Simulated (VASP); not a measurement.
Set up this calculation in VASP 6.6.1, as the native input.

| Quantity | Value |
| --- | --- |
| Task | relaxation of cell and atoms |
| Functional | PBE |
| Potentials or basis | VASP PAW PBE potentials, release 64 (Hf_pv, S) |
| Cutoff | 600 eV |
| k mesh | 12 × 12 × 12 |
| Occupations | gaussian, width 0.1 eV |
| Spin | no spin polarisation |
| Dipole correction | no |
| Further INCAR settings | ALGO = Normal; EDIFF = 1e-06; IBRION = 2; EDIFFG = -0.01; NSW = 100; ISIF = 3 |

The structure of Hf3S lies in POSCAR:

```
Hf3S
1.0
    4.2713983045      0.0000000000      0.0000000000
    0.0000000000      4.2713983045      0.0000000000
    0.0000000000      0.0000000000      4.2713983045
Hf S
3 1
Direct
    0.0000000000      0.5000000000      0.5000000000
    0.5000000000      0.0000000000      0.5000000000
    0.5000000000      0.5000000000      0.0000000000
    0.0000000000      0.0000000000      0.0000000000
```

These files were run (other wordings do the same):

INCAR

```
  PREC = Accurate
  ENCUT = 600
  EDIFF = 1E-6
  ISMEAR = 0
  SIGMA = 0.1
  LREAL = False
  LASPH = True
  NELM = 60
  ALGO = Normal
  ISIF = 3
  LWAVE = False
  LCHARG = False
  GGA = PE
  IBRION = 2
  NSW = 100
  EDIFFG = -0.01
```

KPOINTS

```
regular mesh
0
Gamma
  12 12 12
```

Potentials or basis: VASP PAW PBE potentials, release 64 (Hf_pv, S).

Launch:

```bash
$ cat potpaw_PBE.64/Hf_pv/POTCAR potpaw_PBE.64/S/POTCAR > POTCAR
$ mpirun -np 1 vasp_std > vasp.out
```

It gave:

```json
{
 "Pressure after relaxing": "-0.1 GPa",
 "Band gap on the k mesh": "zero (band 18 reaches 7.18 eV, above the bottom of band 19 at 4.34 eV)"
}
```

Caveat: the relaxation stopped at its first step, so nothing moved; spin-orbit coupling is left out, which moves the levels of the heavy elements.

Run time: 3.4 min on 1 thread of AMD EPYC 7R13 (shared host), peak memory 0.28 GiB.
